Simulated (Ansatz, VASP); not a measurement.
# Bi2Se3 in VASP and in Ansatz

```
Bi Se
1.0
     2.06457    1.19198    9.51341
    -2.06457    1.19198    9.51341
     0.00000   -2.38396    9.51341
Bi Se
2 3
Direct
  0.40080 0.40080 0.40080
  0.59920 0.59920 0.59920
  0.00000 0.00000 0.00000
  0.21170 0.21170 0.21170
  0.78830 0.78830 0.78830
```

Change from the starting cell: volume scaled by 0.99.

Alike in both runs: task single point; functional PBE; k mesh 6 × 6 × 6; occupations fermi-dirac, width 0.03 eV; no spin polarisation.

|  | VASP | Ansatz |
| --- | --- | --- |
| version | VASP 6.6.1 | Ansatz 0.2.0 |
| potentials or method | VASP PAW PBE potentials, release 64 (Bi_d, Se), cutoff 520 eV | all-electron LAPW, scalar-relativistic |

Ansatz gave:

```
pressure (GPa)                     : 3.2
rms of the force components (eV/Å) : 0.122
```

Task: Estimate VASP's values.

Result: Pressure (GPa): 3.2; rms of the force components (eV/Å): 0.128.

Atom by atom the forces differ by 0.006 eV/Å (rms over components). Ansatz ran all-electron here, and VASP with PAW potentials.

Neither program's run includes spin-orbit coupling.
